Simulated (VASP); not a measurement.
A run of VASP 6.6.1 is set up as follows.

The input INCAR:

```
SYSTEM = CsH
PREC     = Accurate       ! precision mode
ENCUT    = 500            ! plane-wave cutoff, eV
EDIFF    = 1E-6           ! SCF threshold, eV
ISMEAR   = 0              ! smearing method
SIGMA    = 0.01           ! smearing width, eV
LREAL    = .FALSE.        ! projectors in reciprocal space
LASPH    = .TRUE.         ! aspherical terms in the spheres
NELM     = 120            ! most SCF steps
ALGO     = Normal         ! electronic algorithm
ISIF     = 2              ! what is computed and relaxed
LWAVE    = .FALSE.        ! write WAVECAR
LCHARG   = .FALSE.        ! write CHGCAR
NBANDS   = 12             ! bands
GGA_COMPAT= .FALSE.
```

Contents of KPOINTS:

```
Automatic mesh
0
G
  6 6 6
  0 0 0
```

File POSCAR:

```
CsH
1.0
    0.0000000000      3.1880000000      3.1880000000
    3.1880000000      0.0000000000      3.1880000000
    3.1880000000      3.1880000000      0.0000000000
Cs H
1 1
Direct
    0.0000000000      0.0000000000      0.0000000000
    0.5000000000      0.5000000000      0.5000000000
```

Potentials or basis: VASP PAW LDA potentials, release 64 (Cs_sv, H).

Command:

```bash
$ cat potpaw_LDA.64/Cs_sv/POTCAR potpaw_LDA.64/H/POTCAR > POTCAR
$ mpirun -np 1 vasp_std > vasp.out
```

Estimate the pressure.

-1.2 GPa.

Predict the band gap on the k mesh.

1.94 eV.

Caveat: spin-orbit coupling is left out, which moves the levels of the heavy elements. Expect the measured gap to be larger: semilocal functionals such as LDA lack the derivative discontinuity.
